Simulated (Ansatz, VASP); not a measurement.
**Two plane-wave programs on ZrS2**

```
Zr S
1.0
     0.00000    0.00000    6.75791
    -3.68521    6.38297    0.00000
    -3.68521   -6.38297    0.00000
Zr S
4 8
Direct
  0.00000 0.00000 0.50000
  0.00000 0.50000 0.50000
  0.00000 0.00000 0.00000
  0.00000 0.50000 0.00000
  0.78568 0.83333 0.16667
  0.78568 0.33333 0.16667
  0.78568 0.83333 0.66667
  0.78568 0.33333 0.66667
  0.21432 0.16667 0.33333
  0.21432 0.66667 0.33333
  0.21432 0.16667 0.83333
  0.21432 0.66667 0.83333
```

Alike in both runs: functional PBE; k mesh 4 × 6 × 6; occupations gaussian, width 0.02 eV; no spin polarisation.

Ansatz relaxed the structure, and its values are those at the end. VASP's run is a single point on that final structure, the one shown.

```csv
,VASP,Ansatz
version,VASP 6.6.1,Ansatz 0.2.0
potentials or method,"VASP PAW PBE potentials, release 64 (Zr_sv, S), cutoff 500 eV","scalar-relativistic, plane waves, PAW"
valence electrons in the cell,96,96
```

|  | VASP | Ansatz | Ansatz less VASP |
| --- | --- | --- | --- |
| gap on the k mesh at the Fermi level (eV) | 1.13 | 1.14 | +0.003 |
| least direct gap on the mesh (eV) | 1.15 | 1.16 | +0.003 |
| pressure (GPa) | 0.0 | 0.0 | +0.03 |
| rms of the force components (eV/Å) | 0.004 | 0.000 | -0.0036 |
